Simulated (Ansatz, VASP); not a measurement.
In2O3 in VASP and in Ansatz

Contents of POSCAR:

```
In2O3
1.0
    2.6162397591      1.5104867292      5.0960908785
   -2.6162397591      1.5104867292      5.0960908785
    0.0000000000     -3.0209734584      5.0960908785
In O
4 6
Direct
    0.3570704061      0.3570704061      0.3570704061
    0.1429295939      0.1429295939      0.1429295939
    0.6429295939      0.6429295939      0.6429295939
    0.8570704061      0.8570704061      0.8570704061
    0.5465740402      0.9534259598      0.2500000000
    0.2500000000      0.5465740402      0.9534259598
    0.9534259598      0.2500000000      0.5465740402
    0.4534259598      0.0465740402      0.7500000000
    0.7500000000      0.4534259598      0.0465740402
    0.0465740402      0.7500000000      0.4534259598
```

Contents of INCAR.step1:

```
PREC     = Accurate       # precision mode
ENCUT    = 520            # plane-wave cutoff, eV
ISMEAR   = 0              # smearing method
SIGMA    = 0.05           # smearing width, eV
LREAL    = False          # projectors in reciprocal space
LASPH    = True           # aspherical terms in the spheres
NELM     = 100            # most SCF steps
NBANDS   = 55             # bands
GGA      = PE             # functional
ALGO     = Normal         # electronic algorithm
EDIFF    = 1E-4           # SCF threshold, eV
LWAVE    = True           # write WAVECAR
LCHARG   = False          # write CHGCAR
```

The input INCAR.step2:

```
PREC     = Accurate       # precision mode
ENCUT    = 520            # plane-wave cutoff, eV
EDIFF    = 1E-7           # SCF threshold, eV
ISMEAR   = 0              # smearing method
SIGMA    = 0.05           # smearing width, eV
LREAL    = False          # projectors in reciprocal space
LASPH    = True           # aspherical terms in the spheres
NELM     = 100            # most SCF steps
ALGO     = Normal         # electronic algorithm
ISIF     = 2              # what is computed and relaxed
LWAVE    = False          # write WAVECAR
LCHARG   = False          # write CHGCAR
METAGGA  = R2SCAN         # meta-GGA
LMIXTAU  = True         
NBANDS   = 55             # bands
ISTART   = 1
```

KPOINTS

```
regular mesh
0
Gamma
  6 6 6
```

Input for Ansatz:

```yaml
crystal:
  lattice:
    - [2.6162397591, 1.5104867292, 5.0960908785]
    - [-2.6162397591, 1.5104867292, 5.0960908785]
    - [0.0, -3.0209734584, 5.0960908785]
  atoms:
    - { symbol: In, position: [0.3570704061, 0.3570704061, 0.3570704061] }
    - { symbol: In, position: [0.1429295939, 0.1429295939, 0.1429295939] }
    - { symbol: In, position: [0.6429295939, 0.6429295939, 0.6429295939] }
    - { symbol: In, position: [0.8570704061, 0.8570704061, 0.8570704061] }
    - { symbol: O, position: [0.5465740402, 0.9534259598, 0.25] }
    - { symbol: O, position: [0.25, 0.5465740402, 0.9534259598] }
    - { symbol: O, position: [0.9534259598, 0.25, 0.5465740402] }
    - { symbol: O, position: [0.4534259598, 0.0465740402, 0.75] }
    - { symbol: O, position: [0.75, 0.4534259598, 0.0465740402] }
    - { symbol: O, position: [0.0465740402, 0.75, 0.4534259598] }
basis:
  ecutwfc: 500
kpoints:
  mp_grid: { grid: [6, 6, 6] }
hamiltonian:
  xc: r2scan
scf:
  occupations: { method: gaussian, width: 0.05 }
output:
  forces: true
  stress: true
  eigenvalues: true
```

Change from the starting cell: strain -0.050 along x and y, +0.050 along z, atoms carried along.

Alike in both runs: task single point; functional r2SCAN; k mesh 6 × 6 × 6; occupations gaussian, width 0.05 eV; no spin polarisation.

```csv
,VASP,Ansatz
version,VASP 6.6.1,Ansatz 0.2.0
potentials or method,"VASP PAW PBE potentials, release 64 (In_d, O), cutoff 520 eV","scalar-relativistic, plane waves, PAW"
valence electrons in the cell,88,88
```

|  | VASP | Ansatz | Ansatz less VASP |
| --- | --- | --- | --- |
| gap on the k mesh at the Fermi level (eV) | 1.94 | 1.92 | -0.014 |
| least direct gap on the mesh (eV) | 1.94 | 1.92 | -0.014 |
| pressure (GPa) | 14.6 | 13.4 | -1.28 |
| traceless stress, the component that is largest in VASP (GPa) | -14.52 | -14.39 | +0.134 |
| rms of the force components (eV/Å) | 0.337 | 0.333 | -0.0044 |

VASP's potentials were made for PBE, not for r2SCAN. Atom by atom the forces differ by 0.008 eV/Å (rms over components). With one functional, cell and mesh, what is left measures potentials, basis and numerics.
